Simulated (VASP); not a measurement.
Input of a VASP 6.6.1 run:

The input INCAR:

```
SYSTEM = Cr3N
PREC = Accurate ; ENCUT = 520
EDIFF = 1E-6 ; ISMEAR = 0
SIGMA = 0.1 ; LREAL = .FALSE.
LASPH = .TRUE. ; NELM = 150
ALGO = Normal ; ISIF = 2
LWAVE = .FALSE. ; LCHARG = .FALSE.
ISPIN = 2 ; MAGMOM = -1.5 1.39 1.39 -0.2
LORBIT = 11 ; LMAXMIX = 4
GGA = PE ; NBANDS = 32
```

The input KPOINTS:

```
regular mesh
0
G
  14 14 14
  0 0 0
```

Contents of POSCAR:

```
Cr3N
1.0
    0.0000000000      2.7458166002      2.7458166002
    2.7458166002      0.0000000000      2.7458166002
    2.7458166002      2.7458166002      0.0000000000
Cr N
3 1
Direct
    0.5000000000      0.5000000000      0.5000000000
    0.2500000000      0.2500000000      0.2500000000
    0.7500000000      0.7500000000      0.7500000000
    0.0000000000      0.0000000000      0.0000000000
```

Potentials or basis: VASP PAW PBE potentials, release 64 (Cr_pv, N).

Command:

```bash
$ cat potpaw_PBE.64/Cr_pv/POTCAR potpaw_PBE.64/N/POTCAR > POTCAR
$ mpirun -np 1 vasp_std > vasp.out
```

Predict the pressure.

0.0 GPa.

What does it give for the net moment?

0.88 μB per cell.
